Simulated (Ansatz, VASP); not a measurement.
## Two plane-wave programs on HC12

```
C H
1.0
     5.05093    0.00000    0.00000
     0.00000    5.05093    0.00000
     0.00000    0.00000   22.37549
C H
24 2
Direct
  0.00000 0.25000 0.17877
  0.00000 0.75000 0.17877
  0.50000 0.25000 0.17877
  0.50000 0.75000 0.17877
  0.00000 0.00000 0.21867
  0.00000 0.50000 0.21867
  0.50000 0.00000 0.21867
  0.50000 0.50000 0.21867
  0.25000 0.00000 0.25858
  0.25000 0.50000 0.25858
  0.75000 0.00000 0.25858
  0.75000 0.50000 0.25858
  0.25000 0.25000 0.29760
  0.25000 0.75000 0.29760
  0.75000 0.25000 0.29760
  0.75000 0.75000 0.29760
  0.00000 0.25000 0.33949
  0.00000 0.75000 0.33949
  0.50000 0.25000 0.33949
  0.50000 0.75000 0.33949
  0.00000 0.00000 0.37432
  0.00000 0.50000 0.37432
  0.50000 0.00000 0.37432
  0.50000 0.50000 0.37432
  0.81696 0.37500 0.39443
  0.18304 0.37500 0.39443
```

Alike in both runs: task single point; functional PBE; k mesh 5 × 5 × 1; occupations gaussian, width 0.05 eV; no spin polarisation.

```csv
,VASP,Ansatz
version,VASP 6.6.1,Ansatz 0.2.0
potentials or method,"VASP PAW PBE potentials, release 64 (C, H), cutoff 520 eV","scalar-relativistic, plane waves, PAW"
valence electrons in the cell,98,98
```

```csv
,VASP,Ansatz,Ansatz less VASP
gap on the k mesh at the Fermi level (eV),none,none,-
rms of the force components (eV/Å),1.184,1.187,+0.0027
```

Atom by atom the forces differ by 0.013 eV/Å (rms over components). A gap of «none» marks a metal or a gap that the smearing closes. With one functional, cell and mesh, what is left measures potentials, basis and numerics.
